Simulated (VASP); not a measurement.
A run of VASP 6.6.1:

INCAR

```
SYSTEM = P
ALGO = Normal
EDIFF = 1E-6
EDIFFG = -0.04
ENCUT = 600
GGA = PE
IBRION = 2
ISIF = 3
ISMEAR = 0
LASPH = .True.
LCHARG = .False.
LREAL = .False.
LWAVE = .False.
NELM = 100
NSW = 90
PREC = Accurate
SIGMA = 0.1
```

Contents of KPOINTS:

```
k-points
0
Gamma
  4 4 6
  0 0 0
```

File POSCAR:

```
P
1.0
    4.1982022800      0.0000000000      0.0000000000
    0.0000000000      4.1982022800      0.0000000000
    0.0000000000      0.0000000000      3.2411684500
P
4
Direct
    0.3384865200      0.0000000000      0.7500000000
    0.6615134800      0.0000000000      0.2500000000
    0.0000000000      0.3384865200      0.0000000000
    0.0000000000      0.6615134800      0.5000000000
```

Potentials or basis: VASP PAW PBE potentials, release 64 (P).

The run is started by

```sh
$ cat potpaw_PBE.64/P/POTCAR > POTCAR
$ mpirun -np 1 vasp_std > vasp.out
```

Hardware: 1 thread of AMD EPYC 7R43 64-Core Processor (Zen 3), with other jobs on the host.

**Question.** Estimate the wall time of this run.

**Answer.** It took 6.2 min on 1 thread of AMD EPYC 7R43 64-Core Processor (Zen 3), on a shared host, peak memory 0.15 GiB. Counts: scf iterations 258, k points 24, ion steps 36.
